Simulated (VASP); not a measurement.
# SrScZn4B2 (P4mm) in VASP: further runs

The runs below take SrScZn4B2 through single point, with PBE.

All numbers are computed with VASP 6.6.1; they aren't measurements. Logs are shortened: lines on timing, memory, paths and dates and some standing lists are left out, and cuts for length are marked.

**1. The cell of the first run**

The structure is tetragonal, space group P4mm (No. 99). The conventional cell has a = 3.246 Å, b = 3.246 Å, c = 13.614 Å, α = 90.00°, β = 90.00°, γ = 90.00°. Sr (site symmetry 4mm) has 4 Sr at 3.25 Å and 8 Zn at 3.25 to 3.34 Å and 1 Sc at 4.00 Å within 4.3 Å. Within 3.2 Å of Sc (site symmetry 4mm) lie 1 B at 2.40 Å and 8 Zn at 2.86 to 2.94 Å. Within 3.8 Å of Zn (site symmetry 4mm) lie 4 Sc at 2.86 Å and 5 Zn at 3.25 to 3.54 Å and 4 Sr at 3.25 Å. Zn (site symmetry 4mm) has 5 Zn at 2.62 to 3.25 Å and 4 Sr at 3.34 Å within 3.5 Å. Within 3.1 Å of Zn (site symmetry 4mm) lie 4 B at 2.35 Å and 2 Zn at 2.62 to 2.73 Å. Within 3.1 Å of Zn (site symmetry 4mm) lie 4 B at 2.36 Å and 1 Zn at 2.73 Å and 4 Sc at 2.94 Å. B (site symmetry 4mm) has 1 B at 1.65 Å within 2.2 Å. Within 2.2 Å of B (site symmetry 4mm) lie 1 B at 1.65 Å.

**2. Single point, PBE**

INCAR reads:

```
SYSTEM = SrScZn4B2
ALGO = Fast
EDIFF = 1E-6
ENCUT = 520
GGA = PE
ISIF = 2
ISMEAR = 0
LASPH = .TRUE.
LCHARG = .FALSE.
LREAL = .FALSE.
LWAVE = .FALSE.
NBANDS = 48
NELM = 100
PREC = Accurate
SIGMA = 0.1
```

KPOINTS reads:

```
k-points
0
G
  6 6 2
  0 0 0
```

POSCAR reads:

```
SrScZn4B2
1.0
    3.2456844781      0.0000000000      0.0000000000
    0.0000000000      3.2456844781      0.0000000000
    0.0000000000      0.0000000000     13.6136354749
Sr Sc Zn B
1 1 4 2
Direct
    0.5000000000      0.5000000000      0.1131723046
    0.5000000000      0.5000000000      0.8191515042
    0.0000000000      0.0000000000     -0.0559708940
    0.0000000000      0.0000000000      0.2912934647
    0.0000000000      0.0000000000      0.4835881495
    0.0000000000      0.0000000000      0.6837964694
    0.5000000000      0.5000000000      0.5219270547
    0.5000000000      0.5000000000      0.6430419468
```

Potentials or basis: VASP PAW PBE potentials, release 64 (Sr_sv, Sc_sv, Zn, B).

Command:

```sh
$ cat potpaw_PBE.64/Sr_sv/POTCAR potpaw_PBE.64/Sc_sv/POTCAR potpaw_PBE.64/Zn/POTCAR potpaw_PBE.64/B/POTCAR > POTCAR
$ mpirun -np 1 vasp_std > vasp.out
```

OUTCAR:

```text
SYSTEM = SrScZn4B2
   EDIFF = 1E-6
   ENCUT = 520
   GGA = PE
   ISIF = 2
   ISMEAR = 0
   LASPH = .TRUE.
   LREAL = .FALSE.
   NELM = 100
   PREC = Accurate

 ion  position               nearest neighbor table
   1  0.500  0.500  0.113-   3 3.25   3 3.25   3 3.25   3 3.25   4 3.34   4 3.34   4 3.34   4 3.34
                             2 4.00
   2  0.500  0.500  0.819-   8 2.40   3 2.86   3 2.86   3 2.86   3 2.86   6 2.94   6 2.94   6 2.94
                             6 2.94   1 4.00
   3  0.000  0.000  0.944-   2 2.86   2 2.86   2 2.86   2 2.86   1 3.25   1 3.25   1 3.25   1 3.25

   4  0.000  0.000  0.291-   5 2.62   1 3.34   1 3.34   1 3.34   1 3.34
   5  0.000  0.000  0.484-   7 2.35   7 2.35   7 2.35   7 2.35   4 2.62   6 2.73
   6  0.000  0.000  0.684-   8 2.36   8 2.36   8 2.36   8 2.36   5 2.73   2 2.94   2 2.94   2 2.94
                             2 2.94
   7  0.500  0.500  0.522-   8 1.65   5 2.35   5 2.35   5 2.35   5 2.35
   8  0.500  0.500  0.643-   7 1.65   6 2.36   6 2.36   6 2.36   6 2.36   2 2.40

  LATTYP: Found a simple tetragonal cell.
 ALAT       =     3.2456844781
 C/A-ratio  =     4.1943804355

  Lattice vectors:

 A1 = (   3.2456844781,   0.0000000000,   0.0000000000)
 A2 = (   0.0000000000,   3.2456844781,   0.0000000000)
 A3 = (   0.0000000000,   0.0000000000,  13.6136354749)

Analysis of symmetry for initial positions (statically):
=====================================================================
 Subroutine PRICEL returns:
 Original cell was already a primitive cell.

 Routine SETGRP: Setting up the symmetry group for a
 simple tetragonal supercell.

 Subroutine GETGRP returns: Found  8 space group operations
 (whereof  8 operations were pure point group operations)
 out of a pool of 16 trial point group operations.

The static configuration has the point symmetry C_4v.

Analysis of symmetry for dynamics (positions and initial velocities):
=====================================================================
 Subroutine PRICEL returns:
 Original cell was already a primitive cell.

 Routine SETGRP: Setting up the symmetry group for a
 simple tetragonal supercell.

 Subroutine GETGRP returns: Found  8 space group operations
 (whereof  8 operations were pure point group operations)
 out of a pool of 16 trial point group operations.

The dynamic configuration has the point symmetry C_4v.

 Subroutine INISYM returns: Found  8 space group operations
 (whereof  8 operations are pure point group operations),
 and found     1 'primitive' translations

----------------------------------------------------------------------------------------

                                     Primitive cell

  volume of cell :     143.4124

  direct lattice vectors                    reciprocal lattice vectors
     3.245684478  0.000000000  0.000000000     0.308101421  0.000000000  0.000000000
     0.000000000  3.245684478  0.000000000     0.000000000  0.308101421  0.000000000
     0.000000000  0.000000000 13.613635475     0.000000000  0.000000000  0.073455764

  length of vectors
     3.245684478  3.245684478 13.613635475     0.308101421  0.308101421  0.073455764

  position of ions in fractional coordinates (direct lattice)
     0.500000000  0.500000000  0.113172305
     0.500000000  0.500000000  0.819151504
     0.000000000  0.000000000  0.944029106
     0.000000000  0.000000000  0.291293465
     0.000000000  0.000000000  0.483588150
     0.000000000  0.000000000  0.683796469
     0.500000000  0.500000000  0.521927055
     0.500000000  0.500000000  0.643041947

  ion indices of the primitive-cell ions
   primitive index   ion index
                 1           1
                 2           2
                 3           3
                 4           4
                 5           5
                 6           6
                 7           7
                 8           8

----------------------------------------------------------------------------------------

 KPOINTS: k-points

Automatic generation of k-mesh.
 Grid dimensions read from file:
 generate k-points for:    6    6    2

 Generating k-lattice:

  Cartesian coordinates                     Fractional coordinates (reciprocal lattice)
     0.051350237  0.000000000  0.000000000     0.166666667  0.000000000  0.000000000
     0.000000000  0.051350237  0.000000000     0.000000000  0.166666667  0.000000000
     0.000000000  0.000000000  0.036727882     0.000000000  0.000000000  0.500000000

  Length of vectors
     0.051350237  0.051350237  0.036727882

  Shift w.r.t. Gamma in fractional coordinates (k-lattice)
     0.000000000  0.000000000  0.000000000

 Subroutine IBZKPT returns following result:
 ===========================================

 Found     20 irreducible k-points:

 Following reciprocal coordinates:
            Coordinates               Weight
  0.000000  0.000000  0.000000      1.000000
  0.166667  0.000000  0.000000      4.000000
  0.333333  0.000000  0.000000      4.000000
  0.500000  0.000000  0.000000      2.000000
  0.166667  0.166667  0.000000      4.000000
  0.333333  0.166667  0.000000      8.000000
[... 12 lines left out ...]
  0.500000  0.333333  0.500000      4.000000
  0.500000  0.500000  0.500000      1.000000
   k-points           NKPTS =     20   k-points in BZ     NKDIM =     20   number of bands    NBANDS=     48
   number of dos      NEDOS =    301   number of ions     NIONS =      8
   total plane-waves  NPLWV =  62208
   dimension x,y,z NGX =    24 NGY =   24 NGZ =  108
   dimension x,y,z NGXF=    48 NGYF=   48 NGZF=  216
   ions per type =               1   1   4   2
   NGX,Y,Z   is equivalent  to a cutoff of  12.29, 12.29, 13.19 a.u.
   NGXF,Y,Z  is equivalent  to a cutoff of  24.59, 24.59, 26.38 a.u.
 SYSTEM =  SrScZn4B2
   PREC   = accura    normal or accurate (medium, high low for compatibility)
   ISTART =      0    job   : 0-new  1-cont  2-samecut
   ICHARG =      2    charge: 1-file 2-atom 10-const
   ISPIN  =      1    spin polarized calculation?
   LNONCOLLINEAR =      F non collinear calculations
   LSORBIT =      F    spin-orbit coupling
   LASPH  =      T    aspherical Exc in radial PAW
   ENCUT  =  520.0 eV  38.22 Ry    6.18 a.u.   6.03  6.03 25.31*2*pi/ulx,y,z
   NELM   =    100;   NELMIN=  2; NELMDL= -5     # of ELM steps
   EDIFF  = 0.1E-05   stopping-criterion for ELM
   LREAL  =      F    real-space projection
   EDIFFG = 0.1E-04   stopping-criterion for IOM
   NSW    =      0    number of steps for IOM
   IBRION =     -1    ionic relax: 0-MD 1-quasi-New 2-CG
   NFREE  =      0    steps in history (QN), initial steepest desc. (CG)
   ISIF   =      2    stress and relaxation
   ISYM   =      2    0-nonsym 1-usesym 2-fastsym
   POTIM  = 0.5000    time-step for ionic-motion
   TEBEG  =    0.0;   TEEND  =   0.0 temperature during run
   PSTRESS=    0.0 pullay stress
   NELECT =      75.0000    total number of electrons
   NUPDOWN=      -1.0000    fix difference up-down
   EMIN   =  10.00;   EMAX   =-10.00  energy-range for DOS
   EFERMI =   0.00;   METHOD = LEGACY
   ISMEAR =     0;   SIGMA  =   0.10  broadening in eV -4-tet -1-fermi 0-gaus
   EFERMI_NEDOS =   21; number of points for ismear=-14 and -15
   IALGO  =     68    algorithm
   IMIX   =      4    mixing-type and parameters
     AMIX     =   0.40;   BMIX     =  1.00
     AMIX_MAG =   1.60;   BMIX_MAG =  1.00
  volume/ion in A,a.u.               =      17.93       120.97
  Fermi-wavevector in a.u.,A,eV,Ry     =   1.318964  2.492481 23.669601  1.739667
  Thomas-Fermi vector in A             =   2.448896
   LORBIT       =      0    0 simple, 1 ext, 2 COOP (PROOUT), +10 PAW based schemes
   GGA     = PE    functional components
   LHFCALC =     F    Hartree Fock is set to
   AEXX    =    0.0000 exact exchange contribution
   IVDW    =     0    specifies the selected vdW correction
   LEPSILON=     F    determine dielectric tensor
   LRPA    =     F    only Hartree local field effects (RPA)
 non-spin polarized calculation
 RMM-DIIS sequential band-by-band and
 Gauss-broadening in eV      SIGMA  =   0.10
  energy-cutoff  :      520.00
  volume of cell :      143.41
 maximum number of plane-waves:      3910
   NGX = 13   NGY = 13   NGZ = 51

 number of electron      75.0000042 magnetization

 Free energy of the ion-electron system (eV)
  ---------------------------------------------------
  ext. energy  EPLUGINS =         0.00000000
  ---------------------------------------------------
  free energy    TOTEN  =       -22.88696769 eV

  energy without entropy =      -22.86536580  energy(sigma->0) =      -22.87616675

 E-fermi :   2.8287     XC(G=0): -10.3011

 val. band max:        2.8249471945   @ k =   0.0000   0.0000   0.5000
 cond. band min:       2.8716952035   @ k =   0.3333   0.3333   0.0000
 fundamental gap:      0.0467480089
 Fermi energy:         2.8287379301

 k-point     1 :       0.0000    0.0000    0.0000
  band No.  band energies     occupation
      1     -46.5152      2.00000
      2     -32.8776      2.00000
      3     -25.1010      2.00000
      4     -25.1010      2.00000
      5     -25.0938      2.00000
      6     -14.9202      2.00000
[... 40 lines left out ...]
     47       6.7715      0.00000
     48       8.1710      0.00000

 k-point     2 :       0.1667    0.0000    0.0000
  band No.  band energies     occupation
      1     -46.5097      2.00000
      2     -32.8443      2.00000
      3     -25.1609      2.00000
      4     -25.0957      2.00000
      5     -25.0863      2.00000
      6     -14.8724      2.00000
[... 40 lines left out ...]
     47       7.2003      0.00000
     48       7.7988      0.00000

 k-point     3 :       0.3333    0.0000    0.0000
  band No.  band energies     occupation
      1     -46.4985      2.00000
      2     -32.7765      2.00000
      3     -25.2788      2.00000
      4     -25.0851      2.00000
      5     -25.0713      2.00000
      6     -15.3477      2.00000
[... 856 lines left out ...]
     47       5.8785      0.00000
     48       6.6588      0.00000

 k-point    20 :       0.5000    0.5000    0.5000
  band No.  band energies     occupation
      1     -46.4713      2.00000
      2     -32.6128      2.00000
      3     -25.3041      2.00000
      4     -25.3041      2.00000
      5     -25.0372      2.00000
      6     -15.4164      2.00000
[... 40 lines left out ...]
     47       6.1756      0.00000
     48       6.1798      0.00000

------------------------ aborting loop because EDIFF is reached ----------------------------------------

  FORCE on cell =-STRESS in cart. coord.  units (eV):
  Direction    XX          YY          ZZ          XY          YZ          ZX
  --------------------------------------------------------------------------------------
  -------------------------------------------------------------------------------------
  Total        0.2299400      0.2299400      0.2681970      0.0000000      0.0000000      0.0000000
  in kB        2.5688480      2.5688480      2.9962483      0.0000000      0.0000000      0.0000000
  external PRESSURE =       2.7113148 kB  Pullay stress =       0.0000000 kB

 VOLUME and BASIS-vectors are now :
 -----------------------------------------------------------------------------
  energy-cutoff  :      520.00
  volume of cell :      143.41
      direct lattice vectors                 reciprocal lattice vectors
     3.245684478  0.000000000  0.000000000     0.308101421  0.000000000  0.000000000
     0.000000000  3.245684478  0.000000000     0.000000000  0.308101421  0.000000000
     0.000000000  0.000000000 13.613635475     0.000000000  0.000000000  0.073455764

 POSITION                                       TOTAL-FORCE (eV/Angst)
 -----------------------------------------------------------------------------------
      1.62284      1.62284      1.54069         0.000000     -0.000000      0.011096
      1.62284      1.62284     11.15163        -0.000000      0.000000      0.015664
      0.00000      0.00000     12.85167         0.000000      0.000000      0.007783
      0.00000      0.00000      3.96556         0.000000      0.000000      0.006201
      0.00000      0.00000      6.58339         0.000000      0.000000     -0.023235
      0.00000      0.00000      9.30896         0.000000      0.000000      0.002013
      1.62284      1.62284      7.10532         0.000000      0.000000     -0.002889
      1.62284      1.62284      8.75414         0.000000      0.000000     -0.016634
 -----------------------------------------------------------------------------------
    total drift:                                0.000000      0.000000     -0.003107

  FREE ENERGIE OF THE ION-ELECTRON SYSTEM (eV)
  ---------------------------------------------------
  free  energy   TOTEN  =       -22.8869676878 eV

  energy  without entropy=      -22.8653658034  energy(sigma->0) =      -22.87616675
```

Run time: 3.8 min. Hardware: 1 thread of Intel Xeon Platinum 8375C at 2.90GHz (Ice Lake), shared host; peak memory 0.33 GiB.

What came out:

| Quantity | Value |
| --- | --- |
| Free energy | -22.8870 eV |
| Pressure | 0.3 GPa |
| Largest force | 0.023 eV/Å |

Forces in eV/Å, atoms in the order of the input:
```
Sr   0.000  0.000  0.011
Sc   0.000  0.000  0.016
Zn   0.000  0.000  0.008
Zn   0.000  0.000  0.006
Zn   0.000  0.000 -0.023
Zn   0.000  0.000  0.002
B    0.000  0.000 -0.003
B    0.000  0.000 -0.017
```

Levels at points of the mesh, in eV from the Fermi level:
| k point | band 34 | band 35 | band 36 | band 37 | band 38 | band 39 | band 40 | band 41 | band 42 | band 43 |
| --- | --- | --- | --- | --- | --- | --- | --- | --- | --- | --- |
| (0.00, 0.00, 0.00) | -1.68 | -0.71 | 0.00 | 0.00 | 0.24 | 1.08 | 1.60 | 2.20 | 2.20 | 2.83 |
| (0.50, 0.00, 0.00) | -2.72 | -2.37 | -1.36 | -0.58 | -0.06 | 0.35 | 0.53 | 1.57 | 1.75 | 1.92 |
| (0.50, 0.50, 0.00) | -1.62 | -1.47 | -1.28 | -1.28 | -0.58 | -0.58 | 0.16 | 0.27 | 1.04 | 1.04 |
| (0.00, 0.00, 0.50) | -2.34 | -0.38 | 0.00 | 0.00 | 0.24 | 1.08 | 1.55 | 2.19 | 2.19 | 2.89 |
| (0.50, 0.00, 0.50) | -2.58 | -2.16 | -1.75 | -0.38 | -0.33 | 0.53 | 0.69 | 1.53 | 1.75 | 1.92 |
| (0.50, 0.50, 0.50) | -1.62 | -1.32 | -1.32 | -1.23 | -0.46 | -0.46 | -0.25 | 0.17 | 0.86 | 0.86 |

**3. Single point, PBE**

This run uses another cell than the first one, of 18.55 Å³/atom, 1.035 times its volume.

INCAR reads:

```
SYSTEM = SrScZn4B2
PREC = Accurate
ENCUT = 520
EDIFF = 1E-6
ISMEAR = 0
SIGMA = 0.1
LREAL = .False.
LASPH = .True.
NELM = 80
ALGO = Fast
ISIF = 2
LWAVE = .False.
LCHARG = .False.
GGA = PE
NBANDS = 48
```

KPOINTS reads:

```
regular mesh
0
Gamma
  6 6 2
  0 0 0
```

POSCAR reads:

```
SrScZn4B2
1.0
    3.3353525100      0.0000000000      0.0000000000
    0.0000000000      3.3353525100      0.0000000000
    0.0000000000      0.0000000000     13.3414100200
Sr Sc Zn B
1 1 4 2
Direct
    0.5000000000      0.5000000000      0.1250000000
    0.5000000000      0.5000000000      0.8750000000
    0.0000000000      0.0000000000      0.0000000000
    0.0000000000      0.0000000000      0.2500000000
    0.0000000000      0.0000000000      0.5000000000
    0.0000000000      0.0000000000      0.7500000000
    0.5000000000      0.5000000000      0.3750000000
    0.5000000000      0.5000000000      0.6250000000
```

Potentials or basis: VASP PAW PBE potentials, release 64 (Sr_sv, Sc_sv, Zn, B).

Command:

```sh
$ cat potpaw_PBE.64/Sr_sv/POTCAR potpaw_PBE.64/Sc_sv/POTCAR potpaw_PBE.64/Zn/POTCAR potpaw_PBE.64/B/POTCAR > POTCAR
$ mpirun -np 1 vasp_std > vasp.out
```

OUTCAR:

```text
SYSTEM = SrScZn4B2
   PREC = Accurate
   ENCUT = 520
   EDIFF = 1E-6
   ISMEAR = 0
   LREAL = .False.
   LASPH = .True.
   NELM = 80
   ISIF = 2
   GGA = PE

 ion  position               nearest neighbor table
   1  0.500  0.500  0.125-   3 2.89   4 2.89   3 2.89   4 2.89   3 2.89   4 2.89   3 2.89   4 2.89
                             2 3.34   7 3.34
   2  0.500  0.500  0.875-   3 2.89   6 2.89   3 2.89   6 2.89   3 2.89   6 2.89   3 2.89   6 2.89
                             1 3.34
   3  0.000  0.000  0.000-   1 2.89   2 2.89   1 2.89   2 2.89   1 2.89   2 2.89   1 2.89   2 2.89

   4  0.000  0.000  0.250-   1 2.89   1 2.89   1 2.89   1 2.89
[... 1232 lines left out ...]
  in kB        3.8417701      3.8417701    -23.0845992      0.0000000      0.0000000     -0.0000000
  external PRESSURE =      -5.1336863 kB  Pullay stress =       0.0000000 kB

 VOLUME and BASIS-vectors are now :
 -----------------------------------------------------------------------------
  energy-cutoff  :      520.00
  volume of cell :      148.42
      direct lattice vectors                 reciprocal lattice vectors
     3.335352510  0.000000000  0.000000000     0.299818384  0.000000000  0.000000000
     0.000000000  3.335352510  0.000000000     0.000000000  0.299818384  0.000000000
     0.000000000  0.000000000 13.341410020     0.000000000  0.000000000  0.074954596

 POSITION                                       TOTAL-FORCE (eV/Angst)
 -----------------------------------------------------------------------------------
      1.66768      1.66768      1.66768        -0.000000     -0.000000      0.531273
      1.66768      1.66768     11.67373        -0.000000      0.000000     -0.514006
      0.00000      0.00000      0.00000        -0.000000      0.000000     -1.709101
      0.00000      0.00000      3.33535         0.000000      0.000000      2.773497
      0.00000      0.00000      6.67071         0.000000      0.000000     -0.017287
      0.00000      0.00000     10.00606        -0.000000      0.000000     -1.241707
      1.66768      1.66768      5.00303        -0.000000     -0.000000     -0.066023
      1.66768      1.66768      8.33838        -0.000000      0.000000      0.243354
 -----------------------------------------------------------------------------------
    total drift:                               -0.000000     -0.000000     -0.002847

  FREE ENERGIE OF THE ION-ELECTRON SYSTEM (eV)
  ---------------------------------------------------
  free  energy   TOTEN  =       -18.3687104379 eV

  energy  without entropy=      -18.3370283421  energy(sigma->0) =      -18.35286939
```

stdout:

```text
POSCAR found type information on POSCAR SrScZnB
 POSCAR found :  4 types and       8 ions
 scaLAPACK will be used
 LDA part: xc-table for (Slater+PW92), standard interpolation
 POSCAR, INCAR and KPOINTS ok, starting setup
 FFT: planning ... GRIDC
 FFT: planning ... GRID_SOFT
 FFT: planning ... GRID
 WAVECAR not read
 entering main loop
WARNING in EDDRMM: call to ZHEGV failed, returncode =   6  3     16
```

Run time: 4.9 min. Hardware: 1 thread of Intel Xeon Platinum 8375C at 2.90GHz (Ice Lake), shared host; peak memory 0.35 GiB.

What came out:

```yaml
Free_energy: -18.3687 eV
Pressure: -0.5 GPa
Largest_force: 2.773 eV/Å
```

Forces in eV/Å, atoms in the order of the input:
```
Sr   0.000  0.000  0.531
Sc   0.000  0.000 -0.514
Zn   0.000  0.000 -1.709
Zn   0.000  0.000  2.773
Zn   0.000  0.000 -0.017
Zn   0.000  0.000 -1.242
B    0.000  0.000 -0.066
B    0.000  0.000  0.243
```

Stress tensor (GPa, compression positive):
```
 0.38  0.00  0.00
 0.00  0.38  0.00
 0.00  0.00 -2.31
```

Caveat: forces of over 1 eV/Å act on the atoms, so gaps and moduli don't describe the material at rest.
